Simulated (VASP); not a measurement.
# AgI (P6_3mc) in VASP: further runs

The runs below take AgI through single point, with r2SCAN.

Program: VASP 6.6.1. These are calculated values, not measurements. Logs are shortened: lines on timing, memory, paths and dates and some standing lists are left out, and cuts for length are marked.

## (1) The cell of the first run

It takes space group P6_3mc (No. 186, hexagonal). The conventional cell has a = 4.149 Å, b = 4.149 Å, c = 7.863 Å, α = 90.00°, β = 90.00°, γ = 120.00°. Within 3.5 Å of Ag (site symmetry 3m) lie 4 I at 2.63 to 2.73 Å. I (site symmetry 3m) has 4 Ag at 2.63 to 2.73 Å within 3.5 Å.

## (2) Single point, r2SCAN

Input file POSCAR:

```
AgI
1.0
    4.1494321873      0.0000000000      0.0000000000
   -2.0747160936      3.5935136854      0.0000000000
    0.0000000000      0.0000000000      7.8626328476
Ag I
2 2
Direct
    0.3333333333      0.6666666667      0.0228865913
    0.6666666667      0.3333333333      0.5228865913
    0.3333333333      0.6666666667      0.3570134087
    0.6666666667      0.3333333333      0.8570134087
```

Input file INCAR.step1:

```
SYSTEM = AgI
  ALGO = Normal
  EDIFF = 1E-5
  ENCUT = 550
  GGA = PE
  GGA_COMPAT = .FALSE.
  ISMEAR = 0
  LASPH = .TRUE.
  LCHARG = .FALSE.
  LREAL = .FALSE.
  LWAVE = .TRUE.
  NBANDS = 26
  NELM = 120
  PREC = Accurate
  SIGMA = 0.02
```

Input file INCAR.step2:

```
SYSTEM = AgI
  ALGO = Normal
  EDIFF = 1E-6
  ENCUT = 550
  GGA_COMPAT = .FALSE.
  ISIF = 2
  ISMEAR = 0
  ISTART = 1
  LASPH = .TRUE.
  LCHARG = .FALSE.
  LMIXTAU = .TRUE.
  LREAL = .FALSE.
  LWAVE = .FALSE.
  METAGGA = R2SCAN
  NBANDS = 26
  NELM = 120
  PREC = Accurate
  SIGMA = 0.02
```

Input file KPOINTS:

```
k-points
0
G
  6 6 4
  0 0 0
```

Potentials or basis: VASP PAW PBE potentials, release 64 (Ag, I).

Launch:

```
> cat potpaw_PBE.64/Ag/POTCAR potpaw_PBE.64/I/POTCAR > POTCAR
> cp INCAR.step1 INCAR
> mpirun -np 1 vasp_std > vasp.out
> cp INCAR.step2 INCAR
> mpirun -np 1 vasp_std > vasp.out
```

OUTCAR:

```text
SYSTEM = AgI
   EDIFF = 1E-6
   ENCUT = 550
   ISIF = 2
   ISMEAR = 0
   ISTART = 1
   LASPH = .TRUE.
   LREAL = .FALSE.
   METAGGA = R2SCAN
   NELM = 120
   PREC = Accurate

 ion  position               nearest neighbor table
   1  0.333  0.667  0.023-   3 2.63   4 2.73   4 2.73   4 2.73
   2  0.667  0.333  0.523-   4 2.63   3 2.73   3 2.73   3 2.73
   3  0.333  0.667  0.357-   1 2.63   2 2.73   2 2.73   2 2.73
   4  0.667  0.333  0.857-   2 2.63   1 2.73   1 2.73   1 2.73

  LATTYP: Found a hexagonal cell.
 ALAT       =     4.1494321873
 C/A-ratio  =     1.8948695852

  Lattice vectors:

 A1 = (   4.1494321873,   0.0000000000,   0.0000000000)
 A2 = (  -2.0747160936,   3.5935136854,   0.0000000000)
 A3 = (   0.0000000000,   0.0000000000,   7.8626328476)

Analysis of symmetry for initial positions (statically):
=====================================================================
 Subroutine PRICEL returns:
 Original cell was already a primitive cell.

 Routine SETGRP: Setting up the symmetry group for a
 hexagonal supercell.

 Subroutine GETGRP returns: Found 12 space group operations
 (whereof  6 operations were pure point group operations)
 out of a pool of 24 trial point group operations.

The static configuration has the point symmetry C_3v.
 The point group associated with its full space group is C_6v.

Analysis of symmetry for dynamics (positions and initial velocities):
=====================================================================
 Subroutine PRICEL returns:
 Original cell was already a primitive cell.

 Routine SETGRP: Setting up the symmetry group for a
 hexagonal supercell.

 Subroutine GETGRP returns: Found 12 space group operations
 (whereof  6 operations were pure point group operations)
 out of a pool of 24 trial point group operations.

The dynamic configuration has the point symmetry C_3v.
 The point group associated with its full space group is C_6v.

 Subroutine INISYM returns: Found 12 space group operations
 (whereof  6 operations are pure point group operations),
 and found     1 'primitive' translations

----------------------------------------------------------------------------------------

                                     Primitive cell

  volume of cell :     117.2400

  direct lattice vectors                    reciprocal lattice vectors
     4.149432187  0.000000000  0.000000000     0.240996829  0.139139584  0.000000000
    -2.074716094  3.593513685  0.000000000     0.000000000  0.278279168  0.000000000
     0.000000000  0.000000000  7.862632848     0.000000000  0.000000000  0.127183861

  length of vectors
     4.149432187  4.149432187  7.862632848     0.278279168  0.278279168  0.127183861

  position of ions in fractional coordinates (direct lattice)
     0.333333333  0.666666667  0.022886591
     0.666666667  0.333333333  0.522886591
     0.333333333  0.666666667  0.357013409
     0.666666667  0.333333333  0.857013409

  ion indices of the primitive-cell ions
   primitive index   ion index
                 1           1
                 2           2
                 3           3
                 4           4

----------------------------------------------------------------------------------------

 KPOINTS: k-points

Automatic generation of k-mesh.
 Grid dimensions read from file:
 generate k-points for:    6    6    4

 Generating k-lattice:

  Cartesian coordinates                     Fractional coordinates (reciprocal lattice)
     0.040166138  0.023189931  0.000000000     0.166666667 -0.000000000  0.000000000
     0.000000000  0.046379861  0.000000000     0.000000000  0.166666667  0.000000000
     0.000000000  0.000000000  0.031795965     0.000000000  0.000000000  0.250000000

  Length of vectors
     0.046379861  0.046379861  0.031795965

  Shift w.r.t. Gamma in fractional coordinates (k-lattice)
     0.000000000  0.000000000  0.000000000

 Subroutine IBZKPT returns following result:
 ===========================================

 Found     21 irreducible k-points:

 Following reciprocal coordinates:
            Coordinates               Weight
  0.000000  0.000000  0.000000      1.000000
  0.166667  0.000000  0.000000      6.000000
  0.333333 -0.000000  0.000000      6.000000
  0.500000 -0.000000  0.000000      3.000000
  0.166667  0.166667  0.000000      6.000000
  0.333333  0.166667  0.000000     12.000000
[... 13 lines left out ...]
  0.333333  0.166667  0.500000     12.000000
  0.333333  0.333333  0.500000      2.000000
   k-points           NKPTS =     21   k-points in BZ     NKDIM =     21   number of bands    NBANDS=     26
   number of dos      NEDOS =    301   number of ions     NIONS =      4
   total plane-waves  NPLWV =  61440
   dimension x,y,z NGX =    32 NGY =   32 NGZ =   60
   dimension x,y,z NGXF=    64 NGYF=   64 NGZF=  120
   ions per type =               2   2
   NGX,Y,Z   is equivalent  to a cutoff of  12.82, 12.82, 12.69 a.u.
   NGXF,Y,Z  is equivalent  to a cutoff of  25.64, 25.64, 25.37 a.u.
 SYSTEM =  AgI
   PREC   = accura    normal or accurate (medium, high low for compatibility)
   ISTART =      1    job   : 0-new  1-cont  2-samecut
   ICHARG =      0    charge: 1-file 2-atom 10-const
   ISPIN  =      1    spin polarized calculation?
   LNONCOLLINEAR =      F non collinear calculations
   LSORBIT =      F    spin-orbit coupling
   LASPH  =      T    aspherical Exc in radial PAW
   ENCUT  =  550.0 eV  40.42 Ry    6.36 a.u.   7.93  7.93 15.04*2*pi/ulx,y,z
   NELM   =    120;   NELMIN=  2; NELMDL=  0     # of ELM steps
   EDIFF  = 0.1E-05   stopping-criterion for ELM
   LREAL  =      F    real-space projection
   EDIFFG = 0.1E-04   stopping-criterion for IOM
   NSW    =      0    number of steps for IOM
   IBRION =     -1    ionic relax: 0-MD 1-quasi-New 2-CG
   NFREE  =      0    steps in history (QN), initial steepest desc. (CG)
   ISIF   =      2    stress and relaxation
   ISYM   =      2    0-nonsym 1-usesym 2-fastsym
   POTIM  = 0.5000    time-step for ionic-motion
   TEBEG  =    0.0;   TEEND  =   0.0 temperature during run
   PSTRESS=    0.0 pullay stress
   NELECT =      36.0000    total number of electrons
   NUPDOWN=      -1.0000    fix difference up-down
   EMIN   =  10.00;   EMAX   =-10.00  energy-range for DOS
   EFERMI =   0.00;   METHOD = LEGACY
   ISMEAR =     0;   SIGMA  =   0.02  broadening in eV -4-tet -1-fermi 0-gaus
   EFERMI_NEDOS =   21; number of points for ismear=-14 and -15
   IALGO  =     38    algorithm
   IMIX   =      4    mixing-type and parameters
     AMIX     =   0.40;   BMIX     =  1.00
     AMIX_MAG =   1.60;   BMIX_MAG =  1.00
  volume/ion in A,a.u.               =      29.31       197.79
  Fermi-wavevector in a.u.,A,eV,Ry     =   1.104461  2.087128 16.596847  1.219834
  Thomas-Fermi vector in A             =   2.240934
   LORBIT       =      0    0 simple, 1 ext, 2 COOP (PROOUT), +10 PAW based schemes
   METAGGA = R2SCAN    functional components
   LHFCALC =     F    Hartree Fock is set to
   AEXX    =    0.0000 exact exchange contribution
   IVDW    =     0    specifies the selected vdW correction
   LEPSILON=     F    determine dielectric tensor
   LRPA    =     F    only Hartree local field effects (RPA)
 non-spin polarized calculation
 Gauss-broadening in eV      SIGMA  =   0.02
  energy-cutoff  :      550.00
  volume of cell :      117.24
 maximum number of plane-waves:      3450
 NGX is ok and might be reduce to    32
   NGX = 15   NGY = 15   NGZ = 31

 number of electron      35.9999999 magnetization

 Free energy of the ion-electron system (eV)
  ---------------------------------------------------
  ext. energy  EPLUGINS =         0.00000000
  ---------------------------------------------------
  free energy    TOTEN  =       -92.49637832 eV

  energy without entropy =      -92.49637832  energy(sigma->0) =      -92.49637832

 E-fermi :   4.8858     XC(G=0):  -9.7541

 val. band max:        4.7540897362   @ k =   0.0000   0.0000   0.0000
 cond. band min:       6.3494510454   @ k =   0.0000   0.0000   0.0000
 fundamental gap:      1.5953613092
 Fermi energy:         4.8857566142

 k-point     1 :       0.0000    0.0000    0.0000
  band No.  band energies     occupation
      1      -9.3686      2.00000
      2      -9.0040      2.00000
      3      -0.8656      2.00000
      4      -0.8087      2.00000
      5      -0.2436      2.00000
      6      -0.2436      2.00000
[... 18 lines left out ...]
     25      12.3003      0.00000
     26      12.3003      0.00000

 k-point     2 :       0.1667    0.0000    0.0000
  band No.  band energies     occupation
      1      -9.2504      2.00000
      2      -8.9237      2.00000
      3      -0.7698      2.00000
      4      -0.7066      2.00000
      5      -0.3296      2.00000
      6      -0.2473      2.00000
[... 18 lines left out ...]
     25      12.1063      0.00000
     26      12.6740      0.00000

 k-point     3 :       0.3333   -0.0000    0.0000
  band No.  band energies     occupation
      1      -8.9850      2.00000
      2      -8.7655      2.00000
      3      -0.8076      2.00000
      4      -0.5275      2.00000
      5      -0.4195      2.00000
      6      -0.2800      2.00000
[... 18 lines left out ...]
     25      12.7635      0.00000
     26      14.2656      0.00000

 k-point     4 :       0.5000   -0.0000    0.0000
  band No.  band energies     occupation
      1      -8.8231      2.00000
      2      -8.6999      2.00000
      3      -0.7879      2.00000
      4      -0.7120      2.00000
      5      -0.4958      2.00000
      6      -0.3064      2.00000
[... 18 lines left out ...]
     25      12.2039      0.00000
     26      14.2631      0.00000

 k-point     5 :       0.1667    0.1667    0.0000
  band No.  band energies     occupation
      1      -9.0568      2.00000
      2      -8.8040      2.00000
      3      -0.7547      2.00000
      4      -0.5416      2.00000
      5      -0.3745      2.00000
      6      -0.3348      2.00000
[... 18 lines left out ...]
     25      12.1354      0.00000
     26      12.6313      0.00000

 k-point     6 :       0.3333    0.1667    0.0000
  band No.  band energies     occupation
      1      -8.8268      2.00000
      2      -8.6995      2.00000
      3      -0.7492      2.00000
      4      -0.6115      2.00000
      5      -0.4976      2.00000
      6      -0.2058      2.00000
[... 340 lines left out ...]
 k-point    18 :       0.5000   -0.0000    0.5000
  band No.  band energies     occupation
      1      -8.7611      2.00000
      2      -8.7611      2.00000
      3      -0.8425      2.00000
      4      -0.8425      2.00000
      5      -0.2861      2.00000
      6      -0.2861      2.00000
[... 18 lines left out ...]
     25      12.4898      0.00000
     26      12.4898      0.00000

 k-point    19 :       0.1667    0.1667    0.5000
  band No.  band energies     occupation
      1      -8.9331      2.00000
      2      -8.9331      2.00000
      3      -0.7821      2.00000
      4      -0.7821      2.00000
      5      -0.2203      2.00000
      6      -0.2203      2.00000
[... 18 lines left out ...]
     25      12.0922      0.00000
     26      12.0922      0.00000

 k-point    20 :       0.3333    0.1667    0.5000
  band No.  band energies     occupation
      1      -8.7629      2.00000
      2      -8.7629      2.00000
      3      -0.7649      2.00000
      4      -0.7649      2.00000
      5      -0.3501      2.00000
      6      -0.3501      2.00000
[... 18 lines left out ...]
     25      13.3134      0.00000
     26      13.3134      0.00000

 k-point    21 :       0.3333    0.3333    0.5000
  band No.  band energies     occupation
      1      -8.7050      2.00000
      2      -8.7050      2.00000
      3      -0.6499      2.00000
      4      -0.6499      2.00000
      5      -0.4909      2.00000
      6      -0.4909      2.00000
[... 18 lines left out ...]
     25      13.5541      0.00000
     26      13.5541      0.00000

------------------------ aborting loop because EDIFF is reached ----------------------------------------

  FORCE on cell =-STRESS in cart. coord.  units (eV):
  Direction    XX          YY          ZZ          XY          YZ          ZX
  --------------------------------------------------------------------------------------
  -------------------------------------------------------------------------------------
  Total        5.7523772      5.7523772      5.6754352      0.0000000     -0.0000000      0.0000000
  in kB       78.6107545     78.6107545     77.5592823      0.0000000     -0.0000000      0.0000000
  external PRESSURE =      78.2602637 kB  Pullay stress =       0.0000000 kB

 VOLUME and BASIS-vectors are now :
 -----------------------------------------------------------------------------
  energy-cutoff  :      550.00
  volume of cell :      117.24
      direct lattice vectors                 reciprocal lattice vectors
     4.149432187  0.000000000  0.000000000     0.240996829  0.139139584  0.000000000
    -2.074716094  3.593513685  0.000000000     0.000000000  0.278279168  0.000000000
     0.000000000  0.000000000  7.862632848     0.000000000  0.000000000  0.127183861

 POSITION                                       TOTAL-FORCE (eV/Angst)
 -----------------------------------------------------------------------------------
     -0.00000      2.39568      0.17995         0.000000     -0.000000      0.003997
      2.07472      1.19784      4.11127        -0.000000      0.000000      0.003997
     -0.00000      2.39568      2.80707        -0.000000      0.000000     -0.003997
      2.07472      1.19784      6.73838         0.000000      0.000000     -0.003997
 -----------------------------------------------------------------------------------
    total drift:                               -0.000000      0.000000      0.000199

  FREE ENERGIE OF THE ION-ELECTRON SYSTEM (eV)
  ---------------------------------------------------
  free  energy   TOTEN  =       -92.4963783235 eV

  energy  without entropy=      -92.4963783235  energy(sigma->0) =      -92.49637832
```

It took 3.5 min on 1 thread of Intel Xeon Platinum 8259CL at 2.50GHz (Skylake/Cascade Lake), shared host; peak memory 0.28 GiB.

Results:

- Free energy: -92.4964 eV
- Pressure: 7.8 GPa
- Largest force: 0.004 eV/Å
- Band gap on the k mesh: 1.60 eV

Forces in eV/Å, atoms in the order of the input:
```
Ag   0.000  0.000  0.004
Ag   0.000  0.000  0.004
I    0.000  0.000 -0.004
I    0.000  0.000 -0.004
```

Stress tensor (GPa, compression positive):
```
7.86 0.00 0.00
0.00 7.86 0.00
0.00 0.00 7.76
```

Caveat: the cell stands under pressure; the PAW data sets were made with another functional, which shifts forces and pressure a little; spin-orbit coupling is left out, which moves the levels of the heavy elements.

[end of part 1 of 2]
